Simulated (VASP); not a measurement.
Write the native input for VASP 6.6.1 that does the following.

```
Task                   : single point
Functional             : PBEsol
Potentials or basis    : VASP PAW PBE potentials, release 64 (Ge_d)
Cutoff                 : 520 eV
k mesh                 : 12 × 12 × 8
Occupations            : gaussian, width 0.15 eV
Spin                   : no spin polarisation
Dipole correction      : no
Further INCAR settings : ALGO = Normal; EDIFF = 1e-06; NBANDS = 36
```

The structure of Ge lies in POSCAR:

```
Ge
1.0
    3.9370133462      0.0000000000      0.0000000000
   -1.9685066731      3.4095535729      0.0000000000
    0.0000000000      0.0000000000      6.3984741790
Ge
4
Direct
    0.6666666667      0.3333333333      0.0629118565
    0.3333333333      0.6666666667      0.5629118565
    0.6666666667      0.3333333333      0.4370881435
    0.3333333333      0.6666666667      0.9370881435
```

This cell differs from its parent crystal: strain -0.015 along x and y, -0.030 along z.

One way to write it, as run:

INCAR

```
PREC = Accurate ; ENCUT = 520
EDIFF = 1E-6 ; ISMEAR = 0
SIGMA = 0.15 ; LREAL = F
LASPH = T ; NELM = 80
ALGO = Normal ; ISIF = 2
LWAVE = F ; LCHARG = T
GGA = PS ; LELF = T
LVHAR = T ; NBANDS = 36
```

KPOINTS

```
regular mesh
0
Gamma
  12 12 8
```

Potentials or basis: VASP PAW PBE potentials, release 64 (Ge_d).

Run with:

```bash
$ cat potpaw_PBE.64/Ge_d/POTCAR > POTCAR
$ mpirun -np 1 vasp_std > vasp.out
```

It gave:

```json
{
 "Pressure": "4.7 GPa",
 "Largest force": "0.173 eV/Å",
 "Band gap on the k mesh": "zero (band 28 reaches 5.59 eV, above the bottom of band 29 at 5.46 eV)"
}
```

Caveat: the cell differs from its parent crystal (strain -0.015 along x and y, -0.030 along z); the PAW data sets were made with another functional, which shifts forces and pressure a little.

It took 5.7 min on 1 thread of AMD EPYC 7R13, on a shared host, peak memory 0.3 GiB.
